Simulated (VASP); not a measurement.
# BP (I-4m2) in VASP: a series of runs

The runs below take BP through dielectric tensor, with r2SCAN.

Program: VASP 6.6.1. These are calculated values, not measurements. Logs are shortened: lines on timing, memory, paths and dates and some standing lists are left out, and cuts for length are marked.

### Step 1. The cell of the first run

Symmetry: I-4m2, No. 119, tetragonal system. Conventional cell: a = 3.176 Å, b = 3.176 Å, c = 4.555 Å, α = 90.00°, β = 90.00°, γ = 90.00°. Within 2.6 Å of B (site symmetry -4m2) lie 4 P at 1.95 Å. P (site symmetry -4m2) has 4 B at 1.95 Å within 2.6 Å.

### Step 2. Dielectric tensor, r2SCAN (epitaxial xy strain -1.0%)

File INCAR:

```
SYSTEM = BP
  PREC = Accurate
  ENCUT = 520
  EDIFF = 1E-8
  ISMEAR = 0
  SIGMA = 0.01
  LREAL = .False.
  LASPH = .True.
  NELM = 80
  ALGO = Normal
  ISIF = 2
  LWAVE = .False.
  LCHARG = .False.
  METAGGA = R2SCAN
  LMIXTAU = .True.
  LCALCEPS = .True.
```

File KPOINTS:

```
Automatic mesh
0
Gamma
  8 8 8
  0 0 0
```

File POSCAR:

```
BP
1.0
    0.0000000000      2.2456325122      2.2775840145
    2.2456325122      0.0000000000      2.2775840145
    2.2456325122      2.2456325122      0.0000000000
B P
1 1
Direct
    0.0000000000      0.0000000000      0.0000000000
    0.2500000000      0.2500000000      0.2500000000
```

Potentials or basis: VASP PAW PBE potentials, release 64 (B, P).

On the command line:

```bash
> cat potpaw_PBE.64/B/POTCAR potpaw_PBE.64/P/POTCAR > POTCAR
> mpirun -np 1 vasp_std > vasp.out
```

OUTCAR:

```text
SYSTEM = BP
   PREC = Accurate
   ENCUT = 520
   EDIFF = 1E-8
   ISMEAR = 0
   LREAL = .False.
   LASPH = .True.
   NELM = 80
   ISIF = 2
   METAGGA = R2SCAN

 ion  position               nearest neighbor table
   1  0.000  0.000  0.000-   2 1.95   2 1.95   2 1.95   2 1.95
   2  0.250  0.250  0.250-   1 1.95   1 1.95   1 1.95   1 1.95

  LATTYP: Found a body centered tetragonal cell.
 ALAT       =     3.1758039549
 C/A-ratio  =     1.4343353978

  Lattice vectors:

 A1 = (  -2.2456325122,   0.0000000000,   2.2775840145)
 A2 = (   2.2456325122,   0.0000000000,   2.2775840145)
 A3 = (   0.0000000000,   2.2456325122,  -2.2775840145)

Analysis of symmetry for initial positions (statically):
=====================================================================
 Subroutine PRICEL returns:
 Original cell was already a primitive cell.

 Routine SETGRP: Setting up the symmetry group for a
 body centered tetragonal supercell.

 Subroutine GETGRP returns: Found  8 space group operations
 (whereof  8 operations were pure point group operations)
 out of a pool of 16 trial point group operations.

The static configuration has the point symmetry D_2d.

Analysis of symmetry for dynamics (positions and initial velocities):
=====================================================================
 Subroutine PRICEL returns:
 Original cell was already a primitive cell.

 Routine SETGRP: Setting up the symmetry group for a
 body centered tetragonal supercell.

 Subroutine GETGRP returns: Found  8 space group operations
 (whereof  8 operations were pure point group operations)
 out of a pool of 16 trial point group operations.

The dynamic configuration has the point symmetry D_2d.

 Subroutine INISYM returns: Found  8 space group operations
 (whereof  8 operations are pure point group operations),
 and found     1 'primitive' translations

----------------------------------------------------------------------------------------

                                     Primitive cell

  volume of cell :      22.9711

  direct lattice vectors                    reciprocal lattice vectors
     0.000000000  2.245632512  2.277584014    -0.222654418  0.222654418  0.219530870
     2.245632512  0.000000000  2.277584014     0.222654418 -0.222654418  0.219530870
     2.245632512  2.245632512  0.000000000     0.222654418  0.222654418 -0.219530870

  length of vectors
     3.198476875  3.198476875  3.175803955     0.383853856  0.383853856  0.383853856

  position of ions in fractional coordinates (direct lattice)
     0.000000000  0.000000000  0.000000000
     0.250000000  0.250000000  0.250000000

  ion indices of the primitive-cell ions
   primitive index   ion index
                 1           1
                 2           2

----------------------------------------------------------------------------------------

 KPOINTS: Automatic mesh

Automatic generation of k-mesh.
 Grid dimensions read from file:
 generate k-points for:    8    8    8

 Generating k-lattice:

  Cartesian coordinates                     Fractional coordinates (reciprocal lattice)
    -0.027831802  0.027831802  0.027441359     0.125000000  0.000000000  0.000000000
     0.027831802 -0.027831802  0.027441359     0.000000000  0.125000000  0.000000000
     0.027831802  0.027831802 -0.027441359    -0.000000000 -0.000000000  0.125000000

  Length of vectors
     0.047981732  0.047981732  0.047981732

  Shift w.r.t. Gamma in fractional coordinates (k-lattice)
     0.000000000  0.000000000  0.000000000

 Subroutine IBZKPT returns following result:
 ===========================================

 Found     59 irreducible k-points:

 Following reciprocal coordinates:
            Coordinates               Weight
  0.000000  0.000000  0.000000      1.000000
  0.125000  0.000000  0.000000      8.000000
  0.250000  0.000000  0.000000      8.000000
  0.375000  0.000000  0.000000      8.000000
  0.500000  0.000000  0.000000      4.000000
  0.125000  0.125000  0.000000      2.000000
[... 16 lines left out ...]
  0.250000  0.000000  0.125000     16.000000
  0.375000  0.000000  0.125000     16.000000
 [... further k-points ...]
   k-points           NKPTS =     59   k-points in BZ     NKDIM =     59   number of bands    NBANDS=      8
   number of dos      NEDOS =    301   number of ions     NIONS =      2
   total plane-waves  NPLWV =  13824
   dimension x,y,z NGX =    24 NGY =   24 NGZ =   24
   dimension x,y,z NGXF=    48 NGYF=   48 NGZF=   48
   ions per type =               1   1
   NGX,Y,Z   is equivalent  to a cutoff of  12.47, 12.47, 12.56 a.u.
   NGXF,Y,Z  is equivalent  to a cutoff of  24.95, 24.95, 25.13 a.u.
 SYSTEM =  BP
   PREC   = accura    normal or accurate (medium, high low for compatibility)
   ISTART =      0    job   : 0-new  1-cont  2-samecut
   ICHARG =      2    charge: 1-file 2-atom 10-const
   ISPIN  =      1    spin polarized calculation?
   LNONCOLLINEAR =      F non collinear calculations
   LSORBIT =      F    spin-orbit coupling
   LASPH  =      T    aspherical Exc in radial PAW
   ENCUT  =  520.0 eV  38.22 Ry    6.18 a.u.   5.95  5.95  5.90*2*pi/ulx,y,z
   NELM   =     80;   NELMIN=  2; NELMDL= -5     # of ELM steps
   EDIFF  = 0.1E-07   stopping-criterion for ELM
   LREAL  =      F    real-space projection
   EDIFFG = 0.1E-06   stopping-criterion for IOM
   NSW    =      0    number of steps for IOM
   IBRION =     -1    ionic relax: 0-MD 1-quasi-New 2-CG
   NFREE  =      0    steps in history (QN), initial steepest desc. (CG)
   ISIF   =      2    stress and relaxation
   ISYM   =      2    0-nonsym 1-usesym 2-fastsym
   POTIM  = 0.5000    time-step for ionic-motion
   TEBEG  =    0.0;   TEEND  =   0.0 temperature during run
   PSTRESS=    0.0 pullay stress
   NELECT =       8.0000    total number of electrons
   NUPDOWN=      -1.0000    fix difference up-down
   EMIN   =  10.00;   EMAX   =-10.00  energy-range for DOS
   EFERMI =   0.00;   METHOD = LEGACY
   ISMEAR =     0;   SIGMA  =   0.01  broadening in eV -4-tet -1-fermi 0-gaus
   EFERMI_NEDOS =   21; number of points for ismear=-14 and -15
   IALGO  =     38    algorithm
   IMIX   =      4    mixing-type and parameters
     AMIX     =   0.40;   BMIX     =  1.00
     AMIX_MAG =   1.60;   BMIX_MAG =  1.00
  volume/ion in A,a.u.               =      11.49        77.51
  Fermi-wavevector in a.u.,A,eV,Ry     =   1.151801  2.176589 18.050118  1.326646
  Thomas-Fermi vector in A             =   2.288457
   LORBIT       =      0    0 simple, 1 ext, 2 COOP (PROOUT), +10 PAW based schemes
   METAGGA = R2SCAN    functional components
   LHFCALC =     F    Hartree Fock is set to
   AEXX    =    0.0000 exact exchange contribution
   IVDW    =     0    specifies the selected vdW correction
   LEPSILON=     F    determine dielectric tensor
   LRPA    =     F    only Hartree local field effects (RPA)
   LRPA       =     F
 non-spin polarized calculation
 Gauss-broadening in eV      SIGMA  =   0.01
  energy-cutoff  :      520.00
  volume of cell :       22.97
 maximum number of plane-waves:       636
   NGX = 11   NGY = 11   NGZ = 11

 number of electron       8.0000001 magnetization

 Free energy of the ion-electron system (eV)
  ---------------------------------------------------
  ext. energy  EPLUGINS =         0.00000000
  ---------------------------------------------------
  free energy    TOTEN  =       -17.30449488 eV

  energy without entropy =      -17.30449488  energy(sigma->0) =      -17.30449488

 E-fermi :   7.6841     XC(G=0): -11.5775

 val. band max:        7.6438128324   @ k =   0.0000   0.0000   0.0000
 cond. band min:   10000.0000000000   @ k =   0.0000   0.0000   0.0000
 fundamental gap:   9992.3561871676
 Fermi energy:         7.6841244682

 k-point     1 :       0.0000    0.0000    0.0000
  band No.  band energies     occupation
      1      -8.8239      2.00000
      2       7.4924      2.00000
      3       7.6433      2.00000
      4       7.6438      2.00000
      5   10000.0000      0.00000
      6   10000.0000      0.00000
      7   10000.0000      0.00000
      8   10000.0000      0.00000
[... 243 lines left out ...]
 k-point    24 :       0.3750    0.0000    0.1250
  band No.  band energies     occupation
      1      -6.5136      2.00000
      2       0.5865      2.00000
      3       5.0551      2.00000
      4       5.2152      2.00000
      5   10000.0000      0.00000
      6   10000.0000      0.00000
      7   10000.0000      0.00000
      8   10000.0000      0.00000

 [... further k-points ...]

------------------------ aborting loop because EDIFF is reached ----------------------------------------

            Ionic dipole moment: p[ion]=(     5.61408     5.61408     5.69396 ) |e| Angst

 Total electronic dipole moment: p[elc]=(     0.00103     0.00103     0.01089 ) |e| Angst

 MACROSCOPIC STATIC DIELECTRIC TENSOR (including local field effects)
 ------------------------------------------------------
           8.561966     0.000000     0.000000
           0.000000     8.561966     0.000000
           0.000000     0.000000     8.765607
 ------------------------------------------------------

 PIEZOELECTRIC TENSOR (including local field effects) (e Angst)
          XX          YY          ZZ          XY          YZ          ZX
  --------------------------------------------------------------------------------
  x    -0.00000     0.00000    -0.00000    -0.00000     0.14032     0.00000
  y     0.00000    -0.00000    -0.00000     0.00000     0.00000     0.14032
  z     0.00000     0.00000     0.00000     0.11620     0.00000     0.00000

 PIEZOELECTRIC TENSOR (including local field effects) (C/m^2)
          XX          YY          ZZ          XY          YZ          ZX
  --------------------------------------------------------------------------------
  x    -0.00000     0.00000    -0.00000    -0.00000     0.09787     0.00000
  y     0.00000    -0.00000    -0.00000     0.00000     0.00000     0.09787
  z     0.00000     0.00000     0.00000     0.08105     0.00000     0.00000

 BORN EFFECTIVE CHARGES (including local field effects) (in |e|, cummulative output)
 ---------------------------------------------------------------------------------
 ion    1
    1    -0.50184    -0.00000     0.00000
    2     0.00000    -0.50184     0.00000
    3     0.00000     0.00000    -0.48424
 ion    2
    1     0.50184     0.00000     0.00000
    2    -0.00000     0.50184     0.00000
    3     0.00000     0.00000     0.48424

  FORCE on cell =-STRESS in cart. coord.  units (eV):
  Direction    XX          YY          ZZ          XY          YZ          ZX
  --------------------------------------------------------------------------------------
  -------------------------------------------------------------------------------------
  Total        0.5279989      0.5279989     -0.0768708      0.0000000      0.0000000      0.0000000
  in kB       36.8266201     36.8266201     -5.3615462      0.0000000      0.0000000      0.0000000
  external PRESSURE =      22.7638980 kB  Pullay stress =       0.0000000 kB

 VOLUME and BASIS-vectors are now :
 -----------------------------------------------------------------------------
  energy-cutoff  :      520.00
  volume of cell :       22.97
      direct lattice vectors                 reciprocal lattice vectors
     0.000000000  2.245632512  2.277584014    -0.222654418  0.222654418  0.219530870
     2.245632512  0.000000000  2.277584014     0.222654418 -0.222654418  0.219530870
     2.245632512  2.245632512  0.000000000     0.222654418  0.222654418 -0.219530870

 POSITION                                       TOTAL-FORCE (eV/Angst)
 -----------------------------------------------------------------------------------
      0.00000      0.00000      0.00000         0.000000      0.000000      0.000000
      1.12282      1.12282      1.13879        -0.000000     -0.000000     -0.000000
 -----------------------------------------------------------------------------------
    total drift:                                0.000000      0.000000      0.000000

  FREE ENERGIE OF THE ION-ELECTRON SYSTEM (eV)
  ---------------------------------------------------
  free  energy   TOTEN  =       -17.3044948828 eV

  energy  without entropy=      -17.3044948828  energy(sigma->0) =      -17.30449488
```

It took 19 min on 1 thread of AMD EPYC 9R45 (Zen 5), shared host; peak memory 0.29 GiB.

Results:

- Band gap on the k mesh: 1.34 eV (least direct gap 3.59 eV)
- Electronic dielectric tensor (diagonal): 8.56, 8.56, 8.77
- Born charges (mean of the diagonal): B -0.50; P +0.50 e

Electronic dielectric tensor:
```
8.56 0.00 0.00
0.00 8.56 0.00
0.00 0.00 8.77
```

Born effective charge tensors (e):
atom 1, B
```
-0.50  0.00  0.00
 0.00 -0.50  0.00
 0.00  0.00 -0.48
```
atom 2, P
```
0.50 0.00 0.00
0.00 0.50 0.00
0.00 0.00 0.48
```

Dipole moments of the cell (e·Å, modulo the quantum): ionic 5.614, 5.614, 5.694; electronic 0.001, 0.001, 0.011

Caveat: the cell differs from its parent crystal (epitaxial xy strain -1.0%); the PAW data sets were made with another functional, which shifts forces and pressure a little. A k mesh can miss the band edges.

(Continued in part 2 of 2.)
